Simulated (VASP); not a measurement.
Here is a VASP 6.6.1 calculation.

File INCAR:

```
SYSTEM = Ge
PREC = Accurate ; ENCUT = 520
EDIFF = 1E-7 ; ISMEAR = -1
SIGMA = 0.05 ; LREAL = .False.
LASPH = .True. ; NELM = 80
ALGO = Normal ; ISIF = 2
LWAVE = .False. ; LCHARG = .True.
GGA = PS ; IVDW = 13
LELF = .True. ; LVHAR = .True.
NBANDS = 21
```

The input KPOINTS:

```
regular mesh
0
Gamma
  8 8 8
  0 0 0
```

File POSCAR:

```
Ge
1.0
    0.0000000000      2.8843929095      2.8843929095
    2.8843929095      0.0000000000      2.8843929095
    2.8843929095      2.8843929095      0.0000000000
Ge
2
Direct
    0.7500000000      0.7500000000      0.7500000000
    0.5000000000      0.5000000000      0.5000000000
```

Potentials or basis: VASP PAW PBE potentials, release 64 (Ge_d).

Run with:

```bash
$ cat potpaw_PBE.64/Ge_d/POTCAR > POTCAR
$ mpirun -np 1 vasp_std > vasp.out
```

(1) What does it give for the pressure?

(2) Estimate the dispersion energy per atom.

(3) Estimate the band gap on the k mesh.

## Answers

(1) -4.0 GPa.

(2) -0.177 eV.

(3) zero (band 14 reaches 4.31 eV, above the bottom of band 15 at 4.27 eV).

Caveat: the PAW data sets were made with another functional, which shifts forces and pressure a little; pairwise dispersion overbinds metals, which lowers pressure and volume.
